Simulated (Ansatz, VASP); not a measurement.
## Two plane-wave programs on Ti

The input INCAR:

```
PREC = Accurate ; ENCUT = 500
EDIFF = 1E-6 ; ISMEAR = 0
SIGMA = 0.15 ; LREAL = False
LASPH = True ; NELM = 120
ALGO = Normal ; ISIF = 2
LWAVE = False ; LCHARG = False
GGA = PE ; NBANDS = 25
GGA_COMPAT = False
```

Contents of KPOINTS:

```
Automatic mesh
0
Gamma
  12 12 14
```

File POSCAR:

```
Ti
1.0
    4.6171053002      0.0000000000      0.0000000000
   -2.3085526501      3.9985304820      0.0000000000
    0.0000000000      0.0000000000      2.8552651859
Ti
3
Direct
   -0.0190008318     -0.0380016635      0.0000000000
    0.3428337492      0.6856674984      0.5000000000
    0.6761670825      0.3523341651      0.5000000000
```

Input for Ansatz:

```yaml
crystal:
  lattice:
    - [4.6171053002, 0.0, 0.0]
    - [-2.3085526501, 3.998530482, 0.0]
    - [0.0, 0.0, 2.8552651859]
  atoms:
    - { symbol: Ti, position: [-0.0190008318, -0.0380016635, 0.0] }
    - { symbol: Ti, position: [0.3428337492, 0.6856674984, 0.5] }
    - { symbol: Ti, position: [0.6761670825, 0.3523341651, 0.5] }
basis:
  ecutwfc: 520.0
kpoints:
  mp_grid: { grid: [12, 12, 14] }
hamiltonian:
  xc: pbe
  pseudopotentials: { kind: paw, azcp: { folder: soft_1 } }
scf:
  occupations: { method: gaussian, width: 0.15 }
output:
  forces: true
  stress: true
  eigenvalues: true
```

Change from the starting cell: mode 6 frozen in at -0.151 Å, equal normal strain along x, y and z +0.0083.

Alike in both runs: task single point; functional PBE; k mesh 12 × 12 × 14; occupations gaussian, width 0.15 eV; no spin polarisation.

```csv
,VASP,Ansatz
version,VASP 6.6.1,Ansatz 0.2.0
potentials or method,"VASP PAW PBE potentials, release 64 (Ti_sv), cutoff 500 eV","scalar-relativistic, plane waves, PAW"
valence electrons in the cell,36,36
```

```csv
,VASP,Ansatz,Ansatz less VASP
gap on the k mesh at the Fermi level (eV),none,none,-
pressure (GPa),-1.6,-1.4,+0.22
"traceless stress, the component that is largest in VASP (GPa)",1.28,1.29,+0.006
rms of the force components (eV/Å),0.332,0.335,+0.0028
```

Atom by atom the forces differ by 0.003 eV/Å (rms over components). A gap of «none» marks a metal or a gap that the smearing closes.
